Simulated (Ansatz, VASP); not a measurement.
**RbBr: VASP beside Ansatz**

```
Rb Br
1.0
     0.00000    3.42750    3.42750
     3.51319    0.00000    3.42750
     3.51319    3.42750    0.00000
Rb Br
1 1
Direct
  0.00000 0.00000 0.00000
  0.50000 0.50000 0.50000
```

Change from the starting cell: strain +0.0250 x Voigt [1, 0, 0, 0, 0, 0], atoms carried along.

Alike in both runs: task single point; functional LDA; k mesh 6 × 6 × 6; occupations gaussian, width 0.05 eV; no spin polarisation.

```csv
,VASP,Ansatz
version,VASP 6.6.1,Ansatz 0.2.0
potentials or method,"VASP PAW LDA potentials, release 64 (Rb_sv, Br), cutoff 520 eV","scalar-relativistic, plane waves, PAW"
valence electrons in the cell,16,16
```

```tsv
	VASP	Ansatz	Ansatz less VASP
gap on the k mesh at the Fermi level (eV)	3.89	3.88	-0.010
least direct gap on the mesh (eV)	3.89	3.88	-0.010
pressure (GPa)	-1.4	-1.5	-0.03
traceless stress, the component that is largest in VASP (GPa)	-0.35	-0.34	+0.008
```

LDA's correlation is that of Perdew and Zunger in VASP and of Perdew and Wang (1992) in Ansatz.
